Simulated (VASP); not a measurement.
Runs of VASP 6.6.1 on Mo. The structure is that of space group Im-3m (No. 229), or close to it. The cells are those of the table. 

```tsv
cell	gap on the mesh (eV)	pressure (GPa)
a = 2.668 Å, angles 107.8, 112.8, 107.8°, 1 atom	none	24.1
a = 2.708 Å, angles 109.1, 110.3, 109.1°, 1 atom	none	8.0
a = 2.681 Å, angles 108.3, 111.9, 108.3°, 1 atom	none	(a)
a = 2.694 Å, angles 108.7, 111.1, 108.7°, 1 atom	none	12.9
```

Alike in all rows: task single point; level r2SCAN; potentials or basis VASP PAW PBE potentials, release 64 (Mo_sv); no spin polarisation; k mesh 22 × 22 × 22; cutoff (eV) 520; smearing gaussian 0.15 eV.

Estimate the missing entries.

(a) 18.2.

Caveats: the PAW data sets were made with another functional, which shifts forces and pressure a little; the stress differs along the axes, from 16 to 40 GPa (at least some runs); the stress differs along the axes, from 6 to 11 GPa (at least some runs); the stress differs along the axes, from 12 to 30 GPa (at least some runs); the stress differs along the axes, from 9 to 20 GPa (at least some runs).

A k mesh can miss the band edges, and the runs leave out spin-orbit coupling on Mo.

A gap of «none» marks levels without a gap at the run's occupations.
